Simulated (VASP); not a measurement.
Runs of VASP 6.6.1 on Sr. The structure is that of space group P6_3/mmc (No. 194), or close to it. The cells are those of the table. This isn't the form of Sr at room conditions, which is fcc.

```csv
cell,gap on the mesh (eV),pressure (GPa)
"a = 4.310, b = 4.310, c = 6.768 Å, angles 90.0, 90.0, 120.0°, 2 atoms",none,0.7
"a = 4.138, b = 4.138, c = 7.614 Å, angles 90.0, 90.0, 120.0°, 2 atoms",none,0.2
"a = 4.310, b = 4.310, c = 7.614 Å, angles 90.0, 90.0, 120.0°, 2 atoms",none,(b)
"a = 4.482, b = 4.482, c = 6.486 Å, angles 90.0, 90.0, 120.0°, 2 atoms",none,(c)
"a = 4.655, b = 4.655, c = 6.486 Å, angles 90.0, 90.0, 120.0°, 2 atoms",none,(a)
"a = 4.310, b = 4.310, c = 7.332 Å, angles 90.0, 90.0, 120.0°, 2 atoms",none,-0.4
"a = 4.138, b = 4.138, c = 7.332 Å, angles 90.0, 90.0, 120.0°, 2 atoms",none,0.6
"a = 4.482, b = 4.482, c = 6.768 Å, angles 90.0, 90.0, 120.0°, 2 atoms",none,-0.3
```

Alike in all rows: task single point; level r2SCAN; potentials or basis VASP PAW PBE potentials, release 64 (Sr_sv); no spin polarisation; k mesh 12 × 12 × 8; cutoff (eV) 520; smearing gaussian 0.15 eV.

Question: Estimate the missing entries.

Answer: (a) -0.5; (b) -0.7; (c) 0.3.

Caveats: the PAW data sets were made with another functional, which shifts forces and pressure a little.

A k mesh can miss the band edges, and the runs leave out spin-orbit coupling on Sr.

A gap of «none» marks levels without a gap at the run's occupations.
